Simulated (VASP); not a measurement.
# Sn (Immm) in VASP: notebook

Runs on Sn. Level: PBEsol. Tasks: single point.

All numbers are computed with VASP 6.6.1; they aren't measurements. Logs are shortened: lines on timing, memory, paths and dates and some standing lists are left out, and cuts for length are marked.

## (1) The cell of the first run

The structure is orthorhombic, space group Immm (No. 71). The conventional cell has a = 3.406 Å, b = 3.503 Å, c = 4.613 Å, α = 90.00°, β = 90.00°, γ = 90.00°. Within 4.4 Å of Sn (site symmetry mmm) lie 12 Sn at 3.36 to 3.50 Å.

## (2) Single point, PBEsol (27.53 Å³/atom)

The input, INCAR:

```
SYSTEM = Sn
PREC = Accurate
ENCUT = 520
EDIFF = 1E-6
ISMEAR = -1
SIGMA = 0.03
LREAL = .FALSE.
LASPH = .TRUE.
NELM = 60
ALGO = Normal
ISIF = 2
LWAVE = .FALSE.
LCHARG = .FALSE.
GGA = PS
NBANDS = 13
```

The input, KPOINTS:

```
regular mesh
0
G
  16 16 16
  0 0 0
```

The input, POSCAR:

```
Sn
1.0
   -1.7032045314      1.7515501800      2.3067389097
    1.7032045314     -1.7515501800      2.3067389097
    1.7032045314      1.7515501800     -2.3067389097
Sn
1
Direct
    0.0000000000      0.0000000000      0.0000000000
```

Potentials or basis: VASP PAW PBE potentials, release 64 (Sn_d).

On the command line:

```bash
> cat potpaw_PBE.64/Sn_d/POTCAR > POTCAR
> mpirun -np 1 vasp_std > vasp.out
```

OUTCAR:

```text
SYSTEM = Sn
   PREC = Accurate
   ENCUT = 520
   EDIFF = 1E-6
   ISMEAR = -1
   LREAL = .FALSE.
   LASPH = .TRUE.
   NELM = 60
   ISIF = 2
   GGA = PS

 ion  position               nearest neighbor table
   1  0.000  0.000  0.000-

  LATTYP: Found a body centered orthorhombic cell.
 ALAT       =     3.4064090628
 B/A-ratio  =     1.0283851104
 C/A-ratio  =     1.3543522620

  Lattice vectors:

 A1 = (  -1.7032045314,   1.7515501800,   2.3067389097)
 A2 = (   1.7032045314,  -1.7515501800,   2.3067389097)
 A3 = (   1.7032045314,   1.7515501800,  -2.3067389097)

Analysis of symmetry for initial positions (statically):
=====================================================================
 Subroutine PRICEL returns:
 Original cell was already a primitive cell.

 Routine SETGRP: Setting up the symmetry group for a
 body centered orthorhombic supercell.

 Subroutine GETGRP returns: Found  8 space group operations
 (whereof  8 operations were pure point group operations)
 out of a pool of  8 trial point group operations.

The static configuration has the point symmetry D_2h.

Analysis of symmetry for dynamics (positions and initial velocities):
=====================================================================
 Subroutine PRICEL returns:
 Original cell was already a primitive cell.

 Routine SETGRP: Setting up the symmetry group for a
 body centered orthorhombic supercell.

 Subroutine GETGRP returns: Found  8 space group operations
 (whereof  8 operations were pure point group operations)
 out of a pool of  8 trial point group operations.

The dynamic configuration has the point symmetry D_2h.

 Subroutine INISYM returns: Found  8 space group operations
 (whereof  8 operations are pure point group operations),
 and found     1 'primitive' translations

----------------------------------------------------------------------------------------

                                     Primitive cell

  volume of cell :      27.5263

  direct lattice vectors                    reciprocal lattice vectors
    -1.703204531  1.751550180  2.306738910     0.000000000  0.285461419  0.216756217
     1.703204531 -1.751550180  2.306738910     0.293564273  0.000000000  0.216756217
     1.703204531  1.751550180 -2.306738910     0.293564273  0.285461419  0.000000000

  length of vectors
     3.360041385  3.360041385  3.360041385     0.358429183  0.364915388  0.409473081

  position of ions in fractional coordinates (direct lattice)
     0.000000000  0.000000000  0.000000000

  ion indices of the primitive-cell ions
   primitive index   ion index
                 1           1

----------------------------------------------------------------------------------------

 KPOINTS: regular mesh

Automatic generation of k-mesh.
 Grid dimensions read from file:
 generate k-points for:   16   16   16

 Generating k-lattice:

  Cartesian coordinates                     Fractional coordinates (reciprocal lattice)
     0.000000000  0.017841339  0.013547264     0.062500000  0.000000000  0.000000000
     0.018347767  0.000000000  0.013547264    -0.000000000  0.062500000  0.000000000
     0.018347767  0.017841339  0.000000000    -0.000000000  0.000000000  0.062500000

  Length of vectors
     0.022401824  0.022807212  0.025592068

  Shift w.r.t. Gamma in fractional coordinates (k-lattice)
     0.000000000  0.000000000  0.000000000

 Subroutine IBZKPT returns following result:
 ===========================================

 Found    621 irreducible k-points:

 Following reciprocal coordinates:
            Coordinates               Weight
  0.000000  0.000000  0.000000      1.000000
  0.062500  0.000000 -0.000000      4.000000
  0.125000  0.000000 -0.000000      4.000000
  0.187500  0.000000 -0.000000      4.000000
  0.250000  0.000000 -0.000000      4.000000
  0.312500  0.000000 -0.000000      4.000000
[... 16 lines left out ...]
 -0.187500  0.062500  0.000000      8.000000
 -0.125000  0.062500  0.000000      8.000000
 [... further k-points ...]
   k-points           NKPTS =    621   k-points in BZ     NKDIM =    621   number of bands    NBANDS=     13
   number of dos      NEDOS =    301   number of ions     NIONS =      1
   total plane-waves  NPLWV =  21952
   dimension x,y,z NGX =    28 NGY =   28 NGZ =   28
   dimension x,y,z NGXF=    56 NGYF=   56 NGZF=   56
   ions per type =               1
   NGX,Y,Z   is equivalent  to a cutoff of  13.85, 13.85, 13.85 a.u.
   NGXF,Y,Z  is equivalent  to a cutoff of  27.71, 27.71, 27.71 a.u.
 SYSTEM =  Sn
   PREC   = accura    normal or accurate (medium, high low for compatibility)
   ISTART =      0    job   : 0-new  1-cont  2-samecut
   ICHARG =      2    charge: 1-file 2-atom 10-const
   ISPIN  =      1    spin polarized calculation?
   LNONCOLLINEAR =      F non collinear calculations
   LSORBIT =      F    spin-orbit coupling
   LASPH  =      T    aspherical Exc in radial PAW
   ENCUT  =  520.0 eV  38.22 Ry    6.18 a.u.   6.25  6.25  6.25*2*pi/ulx,y,z
   NELM   =     60;   NELMIN=  2; NELMDL= -5     # of ELM steps
   EDIFF  = 0.1E-05   stopping-criterion for ELM
   LREAL  =      F    real-space projection
   EDIFFG = 0.1E-04   stopping-criterion for IOM
   NSW    =      0    number of steps for IOM
   IBRION =     -1    ionic relax: 0-MD 1-quasi-New 2-CG
   NFREE  =      0    steps in history (QN), initial steepest desc. (CG)
   ISIF   =      2    stress and relaxation
   ISYM   =      2    0-nonsym 1-usesym 2-fastsym
   POTIM  = 0.5000    time-step for ionic-motion
   TEBEG  =    0.0;   TEEND  =   0.0 temperature during run
   PSTRESS=    0.0 pullay stress
   NELECT =      14.0000    total number of electrons
   NUPDOWN=      -1.0000    fix difference up-down
   EMIN   =  10.00;   EMAX   =-10.00  energy-range for DOS
   EFERMI =   0.00;   METHOD = LEGACY
   ISMEAR =    -1;   SIGMA  =   0.03  broadening in eV -4-tet -1-fermi 0-gaus
   EFERMI_NEDOS =   21; number of points for ismear=-14 and -15
   IALGO  =     38    algorithm
   IMIX   =      4    mixing-type and parameters
     AMIX     =   0.40;   BMIX     =  1.00
     AMIX_MAG =   1.60;   BMIX_MAG =  1.00
  volume/ion in A,a.u.               =      27.53       185.76
  Fermi-wavevector in a.u.,A,eV,Ry     =   1.306777  2.469451 23.234218  1.707667
  Thomas-Fermi vector in A             =   2.437556
   LORBIT       =      0    0 simple, 1 ext, 2 COOP (PROOUT), +10 PAW based schemes
   GGA     = PS    functional components
   LHFCALC =     F    Hartree Fock is set to
   AEXX    =    0.0000 exact exchange contribution
   IVDW    =     0    specifies the selected vdW correction
   LEPSILON=     F    determine dielectric tensor
   LRPA    =     F    only Hartree local field effects (RPA)
 non-spin polarized calculation
  energy-cutoff  :      520.00
  volume of cell :       27.53
 maximum number of plane-waves:       757
 NGX is ok and might be reduce to    28
   NGX = 13   NGY = 13   NGZ = 13

 number of electron      14.0000001 magnetization

 Free energy of the ion-electron system (eV)
  ---------------------------------------------------
  ext. energy  EPLUGINS =         0.00000000
  ---------------------------------------------------
  free energy    TOTEN  =        -4.22804932 eV

  energy without entropy =       -4.22608263  energy(sigma->0) =       -4.22706598

 E-fermi :   7.8374     XC(G=0): -10.4424

 val. band max:        7.8314635286   @ k =  -0.3750  -0.2500   0.2500
 cond. band min:       7.8379160203   @ k =  -0.4375  -0.3125   0.1250
 fundamental gap:      0.0064524917
 Fermi energy:         7.8374293723

 k-point     1 :       0.0000    0.0000    0.0000
  band No.  band energies     occupation
      1     -13.6351      2.00000
      2     -13.6186      2.00000
      3     -13.5950      2.00000
      4     -13.5604      2.00000
      5     -13.5216      2.00000
      6      -3.2327      2.00000
      7      15.1623      0.00000
      8      15.3075      0.00000
      9      15.7443      0.00000
     10      18.5100      0.00000
     11      19.2090      0.00000
     12      19.7202      0.00000
     13      19.8959      0.00000

 k-point     2 :       0.0625    0.0000   -0.0000
  band No.  band energies     occupation
      1     -13.6329      2.00000
      2     -13.6154      2.00000
      3     -13.5943      2.00000
      4     -13.5597      2.00000
      5     -13.5222      2.00000
      6      -3.1546      2.00000
      7      14.2936      0.00000
      8      15.1784      0.00000
      9      15.5788      0.00000
     10      18.0935      0.00000
     11      19.6348      0.00000
     12      20.1237      0.00000
     13      20.6808      0.00000

 k-point     3 :       0.1250    0.0000   -0.0000
  band No.  band energies     occupation
      1     -13.6276      2.00000
      2     -13.6083      2.00000
      3     -13.5925      2.00000
      4     -13.5556      2.00000
      5     -13.5229      2.00000
      6      -2.9200      2.00000
      7      12.4752      0.00000
      8      14.9852      0.00000
      9      15.1792      0.00000
     10      17.8095      0.00000
     11      20.0856      0.00000
     12      20.5267      0.00000
     13      21.3458      0.00000
[... 305 lines left out ...]
 k-point    23 :      -0.1875    0.0625    0.0000
  band No.  band energies     occupation
      1     -13.6302      2.00000
      2     -13.6000      2.00000
      3     -13.5842      2.00000
      4     -13.5542      2.00000
      5     -13.5177      2.00000
      6      -2.6195      2.00000
      7      11.2743      0.00000
      8      14.0851      0.00000
      9      14.7652      0.00000
     10      17.7076      0.00000
     11      19.2790      0.00000
     12      20.6861      0.00000
     13      21.2502      0.00000

 k-point    24 :      -0.1250    0.0625    0.0000
  band No.  band energies     occupation
      1     -13.6339      2.00000
      2     -13.6072      2.00000
      3     -13.5868      2.00000
      4     -13.5611      2.00000
      5     -13.5203      2.00000
      6      -2.9532      2.00000
      7      13.1941      0.00000
      8      14.4377      0.00000
      9      15.1392      0.00000
     10      17.6117      0.00000
     11      19.9383      0.00000
     12      20.5319      0.00000
     13      20.8171      0.00000

 [... further k-points ...]

------------------------ aborting loop because EDIFF is reached ----------------------------------------

  FORCE on cell =-STRESS in cart. coord.  units (eV):
  Direction    XX          YY          ZZ          XY          YZ          ZX
  --------------------------------------------------------------------------------------
  -------------------------------------------------------------------------------------
  Total       -0.2717037     -0.3851534     -0.3555819      0.0000000      0.0000000      0.0000000
  in kB      -15.8146012    -22.4179833    -20.6967620      0.0000000      0.0000000      0.0000000
  external PRESSURE =     -19.6431155 kB  Pullay stress =       0.0000000 kB

 VOLUME and BASIS-vectors are now :
 -----------------------------------------------------------------------------
  energy-cutoff  :      520.00
  volume of cell :       27.53
      direct lattice vectors                 reciprocal lattice vectors
    -1.703204531  1.751550180  2.306738910     0.000000000  0.285461419  0.216756217
     1.703204531 -1.751550180  2.306738910     0.293564273  0.000000000  0.216756217
     1.703204531  1.751550180 -2.306738910     0.293564273  0.285461419  0.000000000

 POSITION                                       TOTAL-FORCE (eV/Angst)
 -----------------------------------------------------------------------------------
      0.00000      0.00000      0.00000        -0.000000      0.000000     -0.000000
 -----------------------------------------------------------------------------------
    total drift:                               -0.000000     -0.000000     -0.000000

  FREE ENERGIE OF THE ION-ELECTRON SYSTEM (eV)
  ---------------------------------------------------
  free  energy   TOTEN  =        -4.2280493245 eV

  energy  without entropy=       -4.2260826343  energy(sigma->0) =       -4.22706598
```

Wall time 76 s (1 thread of Intel Xeon 6975P-C (Granite Rapids), shared host); peak memory 0.32 GiB.

What came out:

```
Free energy            : -4.2280 eV
Pressure               : -2.0 GPa
Band gap on the k mesh : zero (bands 7 and 8 overlap by 9.42 eV)
```

Caveat: the PAW data sets were made with another functional, which shifts forces and pressure a little; spin-orbit coupling is left out, which moves the levels of the heavy elements.

## (3) Single point, PBEsol (28.10 Å³/atom)

This run uses another cell than the first one, of 28.10 Å³/atom.

INCAR is that of step 2.

KPOINTS is that of step 2.

The input, POSCAR:

```
Sn
1.0
   -1.7149511408      1.7636302181      2.3226479567
    1.7149511408     -1.7636302181      2.3226479567
    1.7149511408      1.7636302181     -2.3226479567
Sn
1
Direct
    0.0000000000      0.0000000000      0.0000000000
```

Potentials or basis: VASP PAW PBE potentials, release 64 (Sn_d).

On the command line:

```bash
> cat potpaw_PBE.64/Sn_d/POTCAR > POTCAR
> mpirun -np 1 vasp_std > vasp.out
```

Run time: 75 s. Hardware: 1 thread of Intel Xeon 6975P-C (Granite Rapids), shared host; peak memory 0.32 GiB.

The run converged. Its results:

```yaml
Free_energy: -4.2196 eV
Pressure: -2.8 GPa
Band_gap_on_the_k_mesh: zero (bands 7 and 8 overlap by 9.21 eV)
```

Stress tensor (GPa, compression positive):
```
-2.49  0.00  0.00
 0.00 -3.06  0.00
 0.00  0.00 -2.97
```

Levels at points of the mesh, in eV from the Fermi level:
```csv
k point,band 3,band 4,band 5,band 6,band 7,band 8,band 9,band 10,band 11,band 12
"(0.00, 0.00, 0.00)",-21.42,-21.39,-21.35,-10.92,7.17,7.31,7.73,10.65,11.25,11.76
"(0.50, 0.00, 0.00)",-21.42,-21.31,-21.29,-6.88,-4.51,5.34,6.11,9.84,10.11,10.30
"(0.00, 0.50, 0.00)",-21.41,-21.30,-21.29,-6.63,-4.44,4.91,5.79,9.34,9.74,10.07
"(0.50, 0.50, 0.00)",-21.31,-21.29,-21.27,-5.21,-3.66,2.09,2.46,5.57,5.95,19.29
"(0.50, 0.50, 0.50)",-21.31,-21.28,-21.28,-4.43,-3.15,1.22,1.86,4.64,5.49,19.32
```

Caveat: the PAW data sets were made with another functional, which shifts forces and pressure a little; spin-orbit coupling is left out, which moves the levels of the heavy elements.
